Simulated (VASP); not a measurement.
# MgO (Fm-3m) in VASP: notebook

The runs below take MgO through relaxation of cell and atoms, single point, with PBE.

Everything below comes from runs of VASP 6.6.1. Logs are shortened: lines on timing, memory, paths and dates and some standing lists are left out, and cuts for length are marked.

**Experimental background.**

“Electronic structure of alkaline earth and post-transition metal oxides”, 2009, arxiv:0908.1581 quotes, for a bulk crystal of MgO: band gap 7.83 eV.

How close the calculation comes is told below.

### Step 1. The cell of the first run

The structure is cubic, space group Fm-3m (No. 225). The conventional cell has a = 4.254 Å, b = 4.254 Å, c = 4.254 Å, α = 90.00°, β = 90.00°, γ = 90.00°. Mg (site symmetry m-3m) has 6 O at 2.13 Å within 2.8 Å. O (site symmetry m-3m) has 6 Mg at 2.13 Å within 2.8 Å.

### Step 2. Relaxation of cell and atoms, PBE, target pressure 40 GPa, at which the enthalpy is minimised

INCAR

```
ALGO = Normal
EDIFF = 1E-7
EDIFFG = -0.001
ENCUT = 600
GGA = PE
GGA_COMPAT = False
IBRION = 2
ISIF = 3
ISMEAR = 0
LASPH = True
LCHARG = False
LREAL = False
LWAVE = False
NELM = 120
NELMIN = 4
NSW = 80
PREC = Accurate
PSTRESS = 400.0
SIGMA = 0.01
```

KPOINTS

```
k-points
0
Gamma
  10 10 10
```

POSCAR

```
MgO
1.0
    0.0000000000      2.1269229054      2.1269229054
    2.1269229054      0.0000000000      2.1269229054
    2.1269229054      2.1269229054      0.0000000000
Mg O
1 1
Direct
    0.0000000000      0.0000000000      0.0000000000
    0.5000000000      0.5000000000      0.5000000000
```

Potentials or basis: VASP PAW PBE potentials, release 64 (Mg, O).

Started as:

```
cat potpaw_PBE.64/Mg/POTCAR potpaw_PBE.64/O/POTCAR > POTCAR
mpirun -np 1 vasp_std > vasp.out
```

OUTCAR:

```text
EDIFF = 1E-7
   EDIFFG = -0.001
   ENCUT = 600
   GGA = PE
   IBRION = 2
   ISIF = 3
   ISMEAR = 0
   LASPH = True
   LREAL = False
   NELM = 120
   NELMIN = 4
   NSW = 80
   PREC = Accurate
   PSTRESS = 400.0

 ion  position               nearest neighbor table
   1  0.000  0.000  0.000-   2 2.13   2 2.13   2 2.13   2 2.13   2 2.13   2 2.13
   2  0.500  0.500  0.500-   1 2.13   1 2.13   1 2.13   1 2.13   1 2.13   1 2.13

  LATTYP: Found a face centered cubic cell.
 ALAT       =     4.2538458108

  Lattice vectors:

 A1 = (   0.0000000000,   2.1269229054,   2.1269229054)
 A2 = (   2.1269229054,   0.0000000000,   2.1269229054)
 A3 = (   2.1269229054,   2.1269229054,   0.0000000000)

Analysis of symmetry for initial positions (statically):
=====================================================================
 Subroutine PRICEL returns:
 Original cell was already a primitive cell.

 Routine SETGRP: Setting up the symmetry group for a
 face centered cubic supercell.

 Subroutine GETGRP returns: Found 48 space group operations
 (whereof 48 operations were pure point group operations)
 out of a pool of 48 trial point group operations.

The static configuration has the point symmetry O_h .

Analysis of symmetry for dynamics (positions and initial velocities):
=====================================================================
 Subroutine PRICEL returns:
 Original cell was already a primitive cell.

 Routine SETGRP: Setting up the symmetry group for a
 face centered cubic supercell.

 Subroutine GETGRP returns: Found 48 space group operations
 (whereof 48 operations were pure point group operations)
 out of a pool of 48 trial point group operations.

The dynamic configuration has the point symmetry O_h .

 Subroutine INISYM returns: Found 48 space group operations
 (whereof 48 operations are pure point group operations),
 and found     1 'primitive' translations

----------------------------------------------------------------------------------------

                                     Primitive cell

  volume of cell :      19.2436

  direct lattice vectors                    reciprocal lattice vectors
     0.000000000  2.126922905  2.126922905    -0.235081393  0.235081393  0.235081393
     2.126922905  0.000000000  2.126922905     0.235081393 -0.235081393  0.235081393
     2.126922905  2.126922905  0.000000000     0.235081393  0.235081393 -0.235081393

  length of vectors
     3.007923219  3.007923219  3.007923219     0.407172917  0.407172917  0.407172917

  position of ions in fractional coordinates (direct lattice)
     0.000000000  0.000000000  0.000000000
     0.500000000  0.500000000  0.500000000

  ion indices of the primitive-cell ions
   primitive index   ion index
                 1           1
                 2           2

----------------------------------------------------------------------------------------

 KPOINTS: k-points

Automatic generation of k-mesh.
 Grid dimensions read from file:
 generate k-points for:   10   10   10

 Generating k-lattice:

  Cartesian coordinates                     Fractional coordinates (reciprocal lattice)
    -0.023508139  0.023508139  0.023508139     0.100000000  0.000000000  0.000000000
     0.023508139 -0.023508139  0.023508139     0.000000000  0.100000000  0.000000000
     0.023508139  0.023508139 -0.023508139     0.000000000  0.000000000  0.100000000

  Length of vectors
     0.040717292  0.040717292  0.040717292

  Shift w.r.t. Gamma in fractional coordinates (k-lattice)
     0.000000000  0.000000000  0.000000000

 Subroutine IBZKPT returns following result:
 ===========================================

 Found     47 irreducible k-points:

 Following reciprocal coordinates:
            Coordinates               Weight
  0.000000  0.000000  0.000000      1.000000
  0.100000  0.000000  0.000000      8.000000
  0.200000  0.000000  0.000000      8.000000
  0.300000  0.000000  0.000000      8.000000
  0.400000  0.000000  0.000000      8.000000
  0.500000  0.000000  0.000000      4.000000
[... 16 lines left out ...]
  0.300000  0.300000  0.000000      6.000000
  0.400000  0.300000  0.000000     24.000000
 [... further k-points ...]
   k-points           NKPTS =     47   k-points in BZ     NKDIM =     47   number of bands    NBANDS=      8
   number of dos      NEDOS =    301   number of ions     NIONS =      2
   total plane-waves  NPLWV =  13824
   dimension x,y,z NGX =    24 NGY =   24 NGZ =   24
   dimension x,y,z NGXF=    48 NGYF=   48 NGZF=   48
   ions per type =               1   1
   NGX,Y,Z   is equivalent  to a cutoff of  13.26, 13.26, 13.26 a.u.
   NGXF,Y,Z  is equivalent  to a cutoff of  26.53, 26.53, 26.53 a.u.
 SYSTEM =  unknown system
   PREC   = accura    normal or accurate (medium, high low for compatibility)
   ISTART =      0    job   : 0-new  1-cont  2-samecut
   ICHARG =      2    charge: 1-file 2-atom 10-const
   ISPIN  =      1    spin polarized calculation?
   LNONCOLLINEAR =      F non collinear calculations
   LSORBIT =      F    spin-orbit coupling
   LASPH  =      T    aspherical Exc in radial PAW
   ENCUT  =  600.0 eV  44.10 Ry    6.64 a.u.   6.01  6.01  6.01*2*pi/ulx,y,z
   NELM   =    120;   NELMIN=  4; NELMDL= -5     # of ELM steps
   EDIFF  = 0.1E-06   stopping-criterion for ELM
   LREAL  =      F    real-space projection
   EDIFFG = -.1E-02   stopping-criterion for IOM
   NSW    =     80    number of steps for IOM
   IBRION =      2    ionic relax: 0-MD 1-quasi-New 2-CG
   NFREE  =      1    steps in history (QN), initial steepest desc. (CG)
   ISIF   =      3    stress and relaxation
   ISYM   =      2    0-nonsym 1-usesym 2-fastsym
   POTIM  = 0.5000    time-step for ionic-motion
   TEBEG  =    0.0;   TEEND  =   0.0 temperature during run
   PSTRESS=  400.0 pullay stress
   NELECT =       8.0000    total number of electrons
   NUPDOWN=      -1.0000    fix difference up-down
   EMIN   =  10.00;   EMAX   =-10.00  energy-range for DOS
   EFERMI =   0.00;   METHOD = LEGACY
   ISMEAR =     0;   SIGMA  =   0.01  broadening in eV -4-tet -1-fermi 0-gaus
   EFERMI_NEDOS =   21; number of points for ismear=-14 and -15
   IALGO  =     38    algorithm
   IMIX   =      4    mixing-type and parameters
     AMIX     =   0.40;   BMIX     =  1.00
     AMIX_MAG =   1.60;   BMIX_MAG =  1.00
  volume/ion in A,a.u.               =       9.62        64.93
  Fermi-wavevector in a.u.,A,eV,Ry     =   1.221827  2.308918 20.311613  1.492861
  Thomas-Fermi vector in A             =   2.356996
   LORBIT       =      0    0 simple, 1 ext, 2 COOP (PROOUT), +10 PAW based schemes
   GGA     = PE    functional components
   LHFCALC =     F    Hartree Fock is set to
   AEXX    =    0.0000 exact exchange contribution
   IVDW    =     0    specifies the selected vdW correction
   LEPSILON=     F    determine dielectric tensor
   LRPA    =     F    only Hartree local field effects (RPA)
 conjugate gradient relaxation of ions
 non-spin polarized calculation
 Gauss-broadening in eV      SIGMA  =   0.01
  energy-cutoff  :      600.00
  volume of cell :       19.24
 maximum number of plane-waves:       656
   NGX = 13   NGY = 13   NGZ = 13

--------------------------------------- Ionic step        1  -------------------------------------------

 number of electron       8.0000004 magnetization

 Free energy of the ion-electron system (eV)
  ---------------------------------------------------
  ext. energy  EPLUGINS =         0.00000000
  ---------------------------------------------------
  free energy    TOTEN  =       -11.91482239 eV

  energy without entropy =      -11.91482239  energy(sigma->0) =      -11.91482239

------------------------ aborting loop because EDIFF is reached ----------------------------------------

  FORCE on cell =-STRESS in cart. coord.  units (eV):
  Direction    XX          YY          ZZ          XY          YZ          ZX
  --------------------------------------------------------------------------------------
  -------------------------------------------------------------------------------------
  Total       -0.1213338     -0.1213338     -0.1213338     -0.0000000      0.0000000      0.0000000
  in kB      -10.1019923    -10.1019923    -10.1019923     -0.0000000      0.0000000      0.0000000
  external PRESSURE =    -410.1019923 kB  Pullay stress =     400.0000000 kB
[... 213 lines left out ...]
  enthalpy is  TOTEN    =        -7.5930711081 eV   P V=        3.9959074366

--------------------------------------- Ionic step        7  -------------------------------------------

 number of electron       8.0000001 magnetization

 Free energy of the ion-electron system (eV)
  ---------------------------------------------------
  ext. energy  EPLUGINS =         0.00000000
  ---------------------------------------------------
  free energy    TOTEN  =       -11.57871897 eV

  energy without entropy =      -11.57871897  energy(sigma->0) =      -11.57871897

 E-fermi :   4.5740     XC(G=0): -11.8476

 val. band max:        4.4698660651   @ k =   0.0000   0.0000   0.0000
 cond. band min:      10.8890865723   @ k =   0.0000   0.0000   0.0000
 fundamental gap:      6.4192205072
 Fermi energy:         4.5740331786

 k-point     1 :       0.0000    0.0000    0.0000
  band No.  band energies     occupation
      1     -13.6769      2.00000
      2       4.4699      2.00000
      3       4.4699      2.00000
      4       4.4699      2.00000
      5      10.8891      0.00000
      6      21.1546      0.00000
      7      21.1546      0.00000
      8      21.1546      0.00000
[... 243 lines left out ...]
 k-point    24 :       0.4000    0.3000    0.0000
  band No.  band energies     occupation
      1     -12.0478      2.00000
      2       0.3510      2.00000
      3       2.9235      2.00000
      4       3.1856      2.00000
      5      14.8432      0.00000
      6      16.0008      0.00000
      7      19.8500      0.00000
      8      24.8117      0.00000

 [... further k-points ...]

------------------------ aborting loop because EDIFF is reached ----------------------------------------

  FORCE on cell =-STRESS in cart. coord.  units (eV):
  Direction    XX          YY          ZZ          XY          YZ          ZX
  --------------------------------------------------------------------------------------
  -------------------------------------------------------------------------------------
  Total        3.9864922      3.9864922      3.9864922      0.0000000      0.0000000      0.0000000
  in kB      400.0949879    400.0949879    400.0949879      0.0000000      0.0000000      0.0000000
  external PRESSURE =       0.0949879 kB  Pullay stress =     400.0000000 kB
[... 17 lines left out ...]
  FREE ENERGIE OF THE ION-ELECTRON SYSTEM (eV)
  ---------------------------------------------------
  free  energy   TOTEN  =       -11.5787189687 eV

  energy  without entropy=      -11.5787189687  energy(sigma->0) =      -11.57871897

  enthalpy is  TOTEN    =        -7.5931732390 eV   P V=        3.9855457297

 reached required accuracy - stopping structural energy minimisation
```

Run time: 28 s. Hardware: 1 thread of Intel Xeon Platinum 8259CL at 2.50GHz (Skylake/Cascade Lake), shared host; peak memory 0.15 GiB.

Results:

| Item | Value |
| --- | --- |
| Free energy | -11.5787 eV |
| Relaxed volume | 7.98 Å³/atom |
| Relaxed cell | a = 2.826 Å, b = 2.826 Å, c = 2.826 Å, α = 60.00°, β = 60.00°, γ = 60.00° |
| Space group after relaxing (to 0.1 Å) | Fm-3m (No. 225) |
| Energy change on relaxing (the run minimises the enthalpy) | +168.1 meV/atom |
| Ionic steps | 7 |
| Pressure after relaxing | 40.0 GPa |
| Band gap on the k mesh | 6.42 eV |

The path:
| step | energy change (eV) | largest force (eV/Å) | pressure (GPa) | volume (Å³) |
| --- | --- | --- | --- | --- |
| 1 | 0.0000 | 0.0000 | -1.01 | 19.24 |
| 2 | 1.6662 | 0.0000 | 124.33 | 13.17 |
| 3 | 0.3082 | 0.0000 | 37.84 | 16.08 |
| 4 | 0.3310 | 0.0000 | 39.61 | 15.98 |
| 5 | 0.3463 | 0.0000 | 40.79 | 15.92 |
| 6 | 0.3258 | 0.0000 | 39.22 | 16.01 |
| 7 | 0.3361 | 0.0000 | 40.01 | 15.96 |

Final structure:
```
Mg O
1.0
     0.00000    1.99849    1.99849
     1.99849    0.00000    1.99849
     1.99849    1.99849    0.00000
Mg O
1 1
Direct
  0.00000 0.00000 0.00000
  0.50000 0.50000 0.50000
```

Levels at points of the mesh, in eV from the valence-band top:
| k point | band 1 | band 2 | band 3 | band 4 | band 5 | band 6 | band 7 | band 8 |
| --- | --- | --- | --- | --- | --- | --- | --- | --- |
| (0.00, 0.00, 0.00) | -18.15 | 0.00 | 0.00 | 0.00 | 6.42 | 16.68 | 16.68 | 16.68 |
| (0.50, 0.00, 0.00) | -16.42 | -5.36 | -0.85 | -0.85 | 8.95 | 14.46 | 18.00 | 18.00 |
| (0.50, 0.50, 0.00) | -16.11 | -4.76 | -1.58 | -1.58 | 9.26 | 11.81 | 14.87 | 21.52 |

Caveat: the cell is relaxed towards a set pressure, so the run minimises the enthalpy, not the energy; the volume moved by over 15 % at a fixed basis, so the end points are rough.

### Step 3. Single point, PBE

INCAR

```
ALGO     = Normal         # electronic algorithm
EDIFF    = 1E-6           # SCF threshold, eV
ENCUT    = 520            # plane-wave cutoff, eV
GGA      = PE             # functional
ISIF     = 2              # what is computed and relaxed
ISMEAR   = 0              # smearing method
LASPH    = T              # aspherical terms in the spheres
LCHARG   = F              # write CHGCAR
LREAL    = F              # projectors in reciprocal space
LWAVE    = F              # write WAVECAR
NBANDS   = 11             # bands
NELM     = 80             # most SCF steps
PREC     = Accurate       # precision mode
SIGMA    = 0.02           # smearing width, eV
```

KPOINTS is that of step 2.

POSCAR is that of step 2.

Potentials or basis: VASP PAW PBE potentials, release 64 (Mg, O).

Started as:

```
cat potpaw_PBE.64/Mg/POTCAR potpaw_PBE.64/O/POTCAR > POTCAR
mpirun -np 1 vasp_std > vasp.out
```

Wall time 7.5 s (1 thread of AMD EPYC 7R13 (Zen 3), shared host); peak memory 0.11 GiB.

It converged, with:

| Quantity | Value |
| --- | --- |
| Free energy | -11.9117 eV |
| Pressure | -0.8 GPa |
| Band gap on the k mesh | 4.44 eV |

Levels at points of the mesh, in eV from the valence-band top:
```
           k point  band 1  band 2  band 3  band 4  band 5  band 6  band 7  band 8
(0.00, 0.00, 0.00)  -17.11    0.00    0.00    0.00    4.44   15.63   15.63   15.63
(0.50, 0.00, 0.00)  -15.90   -4.49   -0.62   -0.62    7.71   12.27   16.01   16.01
(0.50, 0.50, 0.00)  -15.66   -3.96   -1.31   -1.31    9.08    9.65   12.79   18.52
```

(Continued in part 2 of 2.)
